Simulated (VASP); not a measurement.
Write the native input for VASP 6.6.1 that does the following.

| Property | Result |
| --- | --- |
| Task | single point |
| Functional | PBE |
| Potentials or basis | VASP PAW PBE potentials, release 64 (Zn, Ge_d, N) |
| Cutoff | 520 eV |
| k mesh | 6 × 6 × 10 |
| Occupations | gaussian, width 0.1 eV |
| Spin | no spin polarisation |
| Dipole correction | no |
| k mesh for the DOS | 9 × 9 × 15 |
| Occupations for the DOS | tetrahedron |
| Further INCAR settings | ALGO = Normal; EDIFF = 1e-06 |

Crystal: ZnGe2N3.

```
CELL_PARAMETERS angstrom
5.99874 0.00000 0.00000
-2.99937 5.19506 0.00000
0.00000 0.00000 3.68579
ATOMIC_POSITIONS crystal
Zn 0.00000 0.00000 0.00000
Ge 0.33333 0.66667 0.50000
Ge 0.66667 0.33333 0.50000
N 0.50000 0.00000 0.50000
N 0.00000 0.50000 0.50000
N 0.50000 0.50000 0.50000
```

One way to write it, as run:

POSCAR

```
ZnGe2N3
1.0
    5.9987385227      0.0000000000      0.0000000000
   -2.9993692613      5.1950599513      0.0000000000
    0.0000000000      0.0000000000      3.6857852856
Zn Ge N
1 2 3
Direct
    0.0000000000      0.0000000000      0.0000000000
    0.3333333333      0.6666666667      0.5000000000
    0.6666666667      0.3333333333      0.5000000000
    0.5000000000      0.0000000000      0.5000000000
    0.0000000000      0.5000000000      0.5000000000
    0.5000000000      0.5000000000      0.5000000000
```

INCAR.step1

```
PREC = Accurate ; ENCUT = 520
EDIFF = 1E-6 ; ISMEAR = 0
SIGMA = 0.1 ; LREAL = F
LASPH = T ; NELM = 80
ALGO = Normal ; ISIF = 2
LWAVE = F ; LCHARG = T
GGA = PE ; NBANDS = 36
```

KPOINTS.step1

```
Automatic mesh
0
Gamma
  6 6 10
```

INCAR.step2

```
PREC = Accurate ; ENCUT = 520
EDIFF = 1E-6 ; ISMEAR = -5
SIGMA = 0.1 ; LREAL = F
LASPH = T ; NELM = 80
ALGO = Normal ; ISIF = 2
LWAVE = F ; LCHARG = F
GGA = PE ; LORBIT = 11
NEDOS = 1001 ; ICHARG = 11
```

KPOINTS.step2

```
Automatic mesh
0
Gamma
  9 9 15
```

Potentials or basis: VASP PAW PBE potentials, release 64 (Zn, Ge_d, N).

Command:

```bash
$ cat potpaw_PBE.64/Zn/POTCAR potpaw_PBE.64/Ge_d/POTCAR potpaw_PBE.64/N/POTCAR > POTCAR
$ cp INCAR.step1 INCAR
$ cp KPOINTS.step1 KPOINTS
$ mpirun -np 1 vasp_std > vasp.out
$ cp INCAR.step2 INCAR
$ cp KPOINTS.step2 KPOINTS
$ mpirun -np 1 vasp_std > vasp.out
```

It gave:

```
Valence electrons inside the program's atomic spheres : Zn 10.47; Ge 12.78; N 3.76
```

Run time: 8.7 min on 1 thread of Intel(R) Xeon(R) Platinum 8175M CPU @ 2.50GHz (Skylake/Cascade Lake), with other jobs on the host, peak memory 0.47 GiB.
